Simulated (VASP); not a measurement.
SiC, 2 atoms in the cell. Symmetry: R3m, No. 160, trigonal system. The conventional cell has a = 2.889 Å, b = 2.889 Å, c = 7.669 Å, α = 90.00°, β = 90.00°, γ = 120.00°. Si (site symmetry 3m) has 4 C at 1.79 to 1.92 Å within 2.4 Å. C (site symmetry 3m) has 4 Si at 1.79 to 1.92 Å within 2.4 Å. 

```yaml
Program: VASP 6.6.1
Task: single point
Functional: PBE
Potentials_or_basis: VASP PAW PBE potentials, release 64 (Si, C)
Cutoff: 520 eV
k_mesh: 12 × 12 × 12
Occupations: gaussian, width 0.05 eV
Spin: no spin polarisation
Dipole_correction: no
Further_INCAR_settings: ALGO = Normal; EDIFF = 1e-06; NBANDS = 11
```

Potentials or basis: VASP PAW PBE potentials, release 64 (Si, C).

Run with:

```console
$ cat potpaw_PBE.64/Si/POTCAR potpaw_PBE.64/C/POTCAR > POTCAR
$ mpirun -np 1 vasp_std > vasp.out
```

Hardware: 1 thread of Intel Xeon 8259CL, with other jobs on the host.

Problem. How long does it take, and how much memory?

Solution. Wall time 40 s on 1 thread of Intel Xeon 8259CL, with other jobs on the host, peak memory 0.16 GiB. Counts: scf iterations 12, k points 189.
